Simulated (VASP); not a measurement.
# SnSe2 (P-3m1) in VASP: single point with PBE

Aim: the single point of SnSe2 with PBE.

Program: VASP 6.6.1. These are calculated values, not measurements. Logs are shortened: lines on timing, memory, paths and dates and some standing lists are left out, and cuts for length are marked.

## 1. The cell of the first run

Symmetry: P-3m1, No. 164, trigonal system. The conventional cell has a = 3.872 Å, b = 3.872 Å, c = 6.935 Å, α = 90.00°, β = 90.00°, γ = 120.00°. Within 3.6 Å of Sn (site symmetry -3m) lie 6 Se at 2.75 Å. Within 3.6 Å of Se (site symmetry 3m) lie 3 Sn at 2.75 Å.

## 2. Single point, PBE

The input, INCAR:

```
SYSTEM = SnSe2
  ALGO = Normal
  EDIFF = 1E-6
  ENCUT = 520
  GGA = PE
  ISIF = 2
  ISMEAR = -1
  LASPH = .TRUE.
  LCHARG = .FALSE.
  LREAL = .FALSE.
  LWAVE = .FALSE.
  NBANDS = 20
  NELM = 100
  PREC = Accurate
  SIGMA = 0.05
```

The input, KPOINTS:

```
k-points
0
G
  12 12 7
  0 0 0
```

The input, POSCAR:

```
SnSe2
1.0
    3.8718169699      0.0000000000      0.0000000000
   -1.9359084850      3.3530918548      0.0000000000
    0.0000000000      0.0000000000      6.9347835157
Sn Se
1 2
Direct
    0.0000000000      0.0000000000      0.0000000000
    0.3333333333      0.6666666667      0.2299160304
    0.6666666667      0.3333333333      0.7700839696
```

Potentials or basis: VASP PAW PBE potentials, release 64 (Sn_d, Se).

The run is started by

```console
$ cat potpaw_PBE.64/Sn_d/POTCAR potpaw_PBE.64/Se/POTCAR > POTCAR
$ mpirun -np 1 vasp_std > vasp.out
```

OUTCAR:

```text
SYSTEM = SnSe2
   EDIFF = 1E-6
   ENCUT = 520
   GGA = PE
   ISIF = 2
   ISMEAR = -1
   LASPH = .TRUE.
   LREAL = .FALSE.
   NELM = 100
   PREC = Accurate

 ion  position               nearest neighbor table
   1  0.000  0.000  0.000-   2 2.75   3 2.75   3 2.75   2 2.75   3 2.75   2 2.75
   2  0.333  0.667  0.230-   1 2.75   1 2.75   1 2.75
   3  0.667  0.333  0.770-   1 2.75   1 2.75   1 2.75

  LATTYP: Found a hexagonal cell.
 ALAT       =     3.8718169699
 C/A-ratio  =     1.7910928046

  Lattice vectors:

 A1 = (   3.8718169699,   0.0000000000,   0.0000000000)
 A2 = (  -1.9359084850,   3.3530918548,   0.0000000000)
 A3 = (   0.0000000000,   0.0000000000,   6.9347835157)

Analysis of symmetry for initial positions (statically):
=====================================================================
 Subroutine PRICEL returns:
 Original cell was already a primitive cell.

 Routine SETGRP: Setting up the symmetry group for a
 hexagonal supercell.

 Subroutine GETGRP returns: Found 12 space group operations
 (whereof 12 operations were pure point group operations)
 out of a pool of 24 trial point group operations.

The static configuration has the point symmetry D_3d.

Analysis of symmetry for dynamics (positions and initial velocities):
=====================================================================
 Subroutine PRICEL returns:
 Original cell was already a primitive cell.

 Routine SETGRP: Setting up the symmetry group for a
 hexagonal supercell.

 Subroutine GETGRP returns: Found 12 space group operations
 (whereof 12 operations were pure point group operations)
 out of a pool of 24 trial point group operations.

The dynamic configuration has the point symmetry D_3d.

 Subroutine INISYM returns: Found 12 space group operations
 (whereof 12 operations are pure point group operations),
 and found     1 'primitive' translations

----------------------------------------------------------------------------------------

                                     Primitive cell

  volume of cell :      90.0312

  direct lattice vectors                    reciprocal lattice vectors
     3.871816970  0.000000000  0.000000000     0.258276672  0.149116106  0.000000000
    -1.935908485  3.353091855  0.000000000     0.000000000  0.298232212  0.000000000
     0.000000000  0.000000000  6.934783516     0.000000000  0.000000000  0.144200608

  length of vectors
     3.871816970  3.871816970  6.934783516     0.298232212  0.298232212  0.144200608

  position of ions in fractional coordinates (direct lattice)
     0.000000000  0.000000000  0.000000000
     0.333333333  0.666666667  0.229916030
     0.666666667  0.333333333  0.770083970

  ion indices of the primitive-cell ions
   primitive index   ion index
                 1           1
                 2           2
                 3           3

----------------------------------------------------------------------------------------

 KPOINTS: k-points

Automatic generation of k-mesh.
 Grid dimensions read from file:
 generate k-points for:   12   12    7

 Generating k-lattice:

  Cartesian coordinates                     Fractional coordinates (reciprocal lattice)
     0.021523056  0.012426342  0.000000000     0.083333333  0.000000000  0.000000000
     0.000000000  0.024852684  0.000000000     0.000000000  0.083333333  0.000000000
     0.000000000  0.000000000  0.020600087     0.000000000  0.000000000  0.142857143

  Length of vectors
     0.024852684  0.024852684  0.020600087

  Shift w.r.t. Gamma in fractional coordinates (k-lattice)
     0.000000000  0.000000000  0.000000000

 Subroutine IBZKPT returns following result:
 ===========================================

 Found    112 irreducible k-points:

 Following reciprocal coordinates:
            Coordinates               Weight
  0.000000  0.000000  0.000000      1.000000
  0.083333  0.000000  0.000000      6.000000
  0.166667 -0.000000  0.000000      6.000000
  0.250000  0.000000  0.000000      6.000000
  0.333333  0.000000  0.000000      6.000000
  0.416667  0.000000  0.000000      6.000000
[... 16 lines left out ...]
  0.166667 -0.000000  0.142857      6.000000
  0.000000  0.166667  0.142857      6.000000
 [... further k-points ...]
   k-points           NKPTS =    112   k-points in BZ     NKDIM =    112   number of bands    NBANDS=     20
   number of dos      NEDOS =    301   number of ions     NIONS =      3
   total plane-waves  NPLWV =  48600
   dimension x,y,z NGX =    30 NGY =   30 NGZ =   54
   dimension x,y,z NGXF=    60 NGYF=   60 NGZF=  108
   ions per type =               1   2
   NGX,Y,Z   is equivalent  to a cutoff of  12.88, 12.88, 12.95 a.u.
   NGXF,Y,Z  is equivalent  to a cutoff of  25.76, 25.76, 25.89 a.u.
 SYSTEM =  SnSe2
   PREC   = accura    normal or accurate (medium, high low for compatibility)
   ISTART =      0    job   : 0-new  1-cont  2-samecut
   ICHARG =      2    charge: 1-file 2-atom 10-const
   ISPIN  =      1    spin polarized calculation?
   LNONCOLLINEAR =      F non collinear calculations
   LSORBIT =      F    spin-orbit coupling
   LASPH  =      T    aspherical Exc in radial PAW
   ENCUT  =  520.0 eV  38.22 Ry    6.18 a.u.   7.20  7.20 12.89*2*pi/ulx,y,z
   NELM   =    100;   NELMIN=  2; NELMDL= -5     # of ELM steps
   EDIFF  = 0.1E-05   stopping-criterion for ELM
   LREAL  =      F    real-space projection
   EDIFFG = 0.1E-04   stopping-criterion for IOM
   NSW    =      0    number of steps for IOM
   IBRION =     -1    ionic relax: 0-MD 1-quasi-New 2-CG
   NFREE  =      0    steps in history (QN), initial steepest desc. (CG)
   ISIF   =      2    stress and relaxation
   ISYM   =      2    0-nonsym 1-usesym 2-fastsym
   POTIM  = 0.5000    time-step for ionic-motion
   TEBEG  =    0.0;   TEEND  =   0.0 temperature during run
   PSTRESS=    0.0 pullay stress
   NELECT =      26.0000    total number of electrons
   NUPDOWN=      -1.0000    fix difference up-down
   EMIN   =  10.00;   EMAX   =-10.00  energy-range for DOS
   EFERMI =   0.00;   METHOD = LEGACY
   ISMEAR =    -1;   SIGMA  =   0.05  broadening in eV -4-tet -1-fermi 0-gaus
   EFERMI_NEDOS =   21; number of points for ismear=-14 and -15
   IALGO  =     38    algorithm
   IMIX   =      4    mixing-type and parameters
     AMIX     =   0.40;   BMIX     =  1.00
     AMIX_MAG =   1.60;   BMIX_MAG =  1.00
  volume/ion in A,a.u.               =      30.01       202.52
  Fermi-wavevector in a.u.,A,eV,Ry     =   1.082102  2.044876 15.931672  1.170945
  Thomas-Fermi vector in A             =   2.218135
   LORBIT       =      0    0 simple, 1 ext, 2 COOP (PROOUT), +10 PAW based schemes
   GGA     = PE    functional components
   LHFCALC =     F    Hartree Fock is set to
   AEXX    =    0.0000 exact exchange contribution
   IVDW    =     0    specifies the selected vdW correction
   LEPSILON=     F    determine dielectric tensor
   LRPA    =     F    only Hartree local field effects (RPA)
 non-spin polarized calculation
  energy-cutoff  :      520.00
  volume of cell :       90.03
 maximum number of plane-waves:      2450
 NGX is ok and might be reduce to    30
   NGX = 15   NGY = 15   NGZ = 25

 number of electron      25.9999995 magnetization

 Free energy of the ion-electron system (eV)
  ---------------------------------------------------
  ext. energy  EPLUGINS =         0.00000000
  ---------------------------------------------------
  free energy    TOTEN  =       -11.87444959 eV

  energy without entropy =      -11.87440956  energy(sigma->0) =      -11.87442957

 E-fermi :   3.0027     XC(G=0):  -8.6393

 val. band max:        2.6169425713   @ k =   0.1667  -0.0000   0.1429
 cond. band min:       3.3060598710   @ k =   0.5000   0.0000   0.4286
 fundamental gap:      0.6891172997
 Fermi energy:         3.0027399123

 k-point     1 :       0.0000    0.0000    0.0000
  band No.  band energies     occupation
      1     -18.5082      2.00000
      2     -18.5082      2.00000
      3     -18.4760      2.00000
      4     -18.4667      2.00000
      5     -18.4667      2.00000
      6     -10.7488      2.00000
[... 12 lines left out ...]
     19      11.5030      0.00000
     20      11.5168      0.00000

 k-point     2 :       0.0833    0.0000    0.0000
  band No.  band energies     occupation
      1     -18.5105      2.00000
      2     -18.5060      2.00000
      3     -18.4744      2.00000
      4     -18.4683      2.00000
      5     -18.4666      2.00000
      6     -10.6856      2.00000
[... 12 lines left out ...]
     19      10.8437      0.00000
     20      11.5446      0.00000

 k-point     3 :       0.1667   -0.0000    0.0000
  band No.  band energies     occupation
      1     -18.5174      2.00000
      2     -18.5002      2.00000
      3     -18.4733      2.00000
      4     -18.4686      2.00000
      5     -18.4658      2.00000
      6     -10.5009      2.00000
[... 12 lines left out ...]
     19      10.8221      0.00000
     20      11.2991      0.00000

 k-point     4 :       0.2500    0.0000    0.0000
  band No.  band energies     occupation
      1     -18.5278      2.00000
      2     -18.4939      2.00000
      3     -18.4780      2.00000
      4     -18.4630      2.00000
      5     -18.4617      2.00000
      6     -10.2114      2.00000
[... 12 lines left out ...]
     19      11.0818      0.00000
     20      11.1467      0.00000

 k-point     5 :       0.3333    0.0000    0.0000
  band No.  band energies     occupation
      1     -18.5390      2.00000
      2     -18.4901      2.00000
      3     -18.4824      2.00000
      4     -18.4577      2.00000
      5     -18.4544      2.00000
      6      -9.8539      2.00000
[... 12 lines left out ...]
     19      11.0747      0.00000
     20      11.7773      0.00000

 k-point     6 :       0.4167    0.0000    0.0000
  band No.  band energies     occupation
      1     -18.5474      2.00000
      2     -18.4888      2.00000
      3     -18.4855      2.00000
      4     -18.4524      2.00000
      5     -18.4490      2.00000
      6      -9.5021      2.00000
[... 12 lines left out ...]
     19      11.3495      0.00000
     20      12.2985      0.00000

 k-point     7 :       0.5000    0.0000    0.0000
  band No.  band energies     occupation
      1     -18.5505      2.00000
      2     -18.4886      2.00000
      3     -18.4865      2.00000
      4     -18.4501      2.00000
      5     -18.4470      2.00000
      6      -9.3206      2.00000
[... 12 lines left out ...]
     19      11.7319      0.00000
     20      12.1138      0.00000
[... 277 lines left out ...]
 k-point    20 :       0.0000    0.0000    0.1429
  band No.  band energies     occupation
      1     -18.5082      2.00000
      2     -18.5082      2.00000
      3     -18.4760      2.00000
      4     -18.4667      2.00000
      5     -18.4667      2.00000
      6     -10.7400      2.00000
[... 12 lines left out ...]
     19      11.3767      0.00000
     20      11.4723      0.00000

 k-point    21 :       0.0833    0.0000    0.1429
  band No.  band energies     occupation
      1     -18.5105      2.00000
      2     -18.5060      2.00000
      3     -18.4744      2.00000
      4     -18.4683      2.00000
      5     -18.4666      2.00000
      6     -10.6768      2.00000
[... 12 lines left out ...]
     19      10.7345      0.00000
     20      11.5934      0.00000

 k-point    22 :       0.0000    0.0833    0.1429
  band No.  band energies     occupation
      1     -18.5105      2.00000
      2     -18.5060      2.00000
      3     -18.4744      2.00000
      4     -18.4683      2.00000
      5     -18.4666      2.00000
      6     -10.6768      2.00000
[... 12 lines left out ...]
     19      10.9048      0.00000
     20      11.4474      0.00000

 k-point    23 :       0.1667   -0.0000    0.1429
  band No.  band energies     occupation
      1     -18.5174      2.00000
      2     -18.5002      2.00000
      3     -18.4733      2.00000
      4     -18.4686      2.00000
      5     -18.4658      2.00000
      6     -10.4923      2.00000
[... 12 lines left out ...]
     19      10.8776      0.00000
     20      11.4248      0.00000

 k-point    24 :       0.0000    0.1667    0.1429
  band No.  band energies     occupation
      1     -18.5174      2.00000
      2     -18.5002      2.00000
      3     -18.4733      2.00000
      4     -18.4686      2.00000
      5     -18.4658      2.00000
      6     -10.4923      2.00000
[... 12 lines left out ...]
     19      10.6839      0.00000
     20      11.1782      0.00000

 [... further k-points ...]

------------------------ aborting loop because EDIFF is reached ----------------------------------------

  FORCE on cell =-STRESS in cart. coord.  units (eV):
  Direction    XX          YY          ZZ          XY          YZ          ZX
  --------------------------------------------------------------------------------------
  -------------------------------------------------------------------------------------
  Total        0.0367250      0.0367250      0.0545356     -0.0000000      0.0000000     -0.0000000
  in kB        0.6535497      0.6535497      0.9705050     -0.0000000      0.0000000     -0.0000000
  external PRESSURE =       0.7592015 kB  Pullay stress =       0.0000000 kB

 VOLUME and BASIS-vectors are now :
 -----------------------------------------------------------------------------
  energy-cutoff  :      520.00
  volume of cell :       90.03
      direct lattice vectors                 reciprocal lattice vectors
     3.871816970  0.000000000  0.000000000     0.258276672  0.149116106  0.000000000
    -1.935908485  3.353091855  0.000000000     0.000000000  0.298232212  0.000000000
     0.000000000  0.000000000  6.934783516     0.000000000  0.000000000  0.144200608

 POSITION                                       TOTAL-FORCE (eV/Angst)
 -----------------------------------------------------------------------------------
      0.00000      0.00000      0.00000         0.000000      0.000000      0.000000
     -0.00000      2.23539      1.59442         0.000000     -0.000000      0.013445
      1.93591      1.11770      5.34037        -0.000000      0.000000     -0.013445
 -----------------------------------------------------------------------------------
    total drift:                                0.000000     -0.000000      0.000000

  FREE ENERGIE OF THE ION-ELECTRON SYSTEM (eV)
  ---------------------------------------------------
  free  energy   TOTEN  =       -11.8744495878 eV

  energy  without entropy=      -11.8744095602  energy(sigma->0) =      -11.87442957
```

It took 94 s on 1 thread of Intel Xeon 6975P-C (Granite Rapids), shared host; peak memory 0.34 GiB.

Results:

```
Free energy            : -11.8744 eV
Pressure               : 0.1 GPa
Largest force          : 0.013 eV/Å
Band gap on the k mesh : 0.69 eV (least direct gap 1.08 eV)
```

Forces in eV/Å, atoms in the order of the input:
```
Sn   0.000  0.000  0.000
Se   0.000  0.000  0.013
Se   0.000  0.000 -0.013
```

Caveat: semilocal functionals underestimate gaps, and a narrow one can read as zero; spin-orbit coupling is left out, which moves the levels of the heavy elements; this functional lacks dispersion, which binds layers or chains, so the pressure and a relaxed spacing across them are unreliable.
